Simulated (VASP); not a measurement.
The system is Si.

```
Si
1.0
     0.00000    2.62560    2.62560
     2.62560    0.00000    2.62560
     2.62560    2.62560    0.00000
Si
2
Direct
  0.00000 0.00000 0.00000
  0.25000 0.25000 0.25000
```

* Program: VASP 6.6.1
* Task: relaxation of cell and atoms
* Functional: PBE
* Potentials or basis: VASP PAW PBE potentials, release 64 (Si)
* Cutoff: 500 eV
* k mesh: 4 × 4 × 4
* Occupations: fermi-dirac, width 0.1 eV
* Spin: no spin polarisation

At the start: pressure 14.9 GPa; volume 18.10 Å³/atom.

Q: Where does the relaxation end?

A: Over 16 steps the energy falls by 102.7 meV/atom and the volume is 20.55 Å³/atom (+13.5 %); space group Fd-3m (No. 227, to 0.1 Å) before and after.

Step by step:
| step | energy change (eV) | largest force (eV/Å) | pressure (GPa) | volume (Å³) |
| --- | --- | --- | --- | --- |
| 1 | 0.0000 | 0.0000 | 14.87 | 36.20 |
| 2 | -0.0866 | 0.0000 | -7.51 | 45.74 |
| 3 | -0.2053 | 0.0000 | -0.11 | 41.19 |
| 4 | -0.2053 | 0.0000 | 0.11 | 41.08 |
| 5 | -0.2053 | 0.0000 | 0.11 | 41.08 |
| 6 | -0.2053 | 0.0000 | 0.11 | 41.09 |
| 7 | -0.2053 | 0.0000 | 0.11 | 41.09 |
| 8 | -0.2053 | 0.0000 | 0.11 | 41.09 |
| 9 | -0.2053 | 0.0000 | 0.11 | 41.09 |
| 10 | -0.2053 | 0.0000 | 0.11 | 41.09 |
| 11 | -0.2053 | 0.0000 | 0.11 | 41.09 |
| 12 | -0.2053 | 0.0000 | 0.11 | 41.09 |
| 13 | -0.2053 | 0.0000 | 0.10 | 41.09 |
| 14 | -0.2053 | 0.0000 | 0.10 | 41.09 |
| 15 | -0.2053 | 0.0000 | 0.09 | 41.09 |
| 16 | -0.2053 | 0.0000 | 0.07 | 41.10 |

Final structure:
```
CELL_PARAMETERS angstrom
0.00000 2.73910 2.73910
2.73910 0.00000 2.73910
2.73910 2.73910 0.00000
ATOMIC_POSITIONS crystal
Si 0.00000 0.00000 0.00000
Si 0.25000 0.25000 0.25000
```

Caveat: the k points lie up to 0.50 Å⁻¹ apart in the final cell.
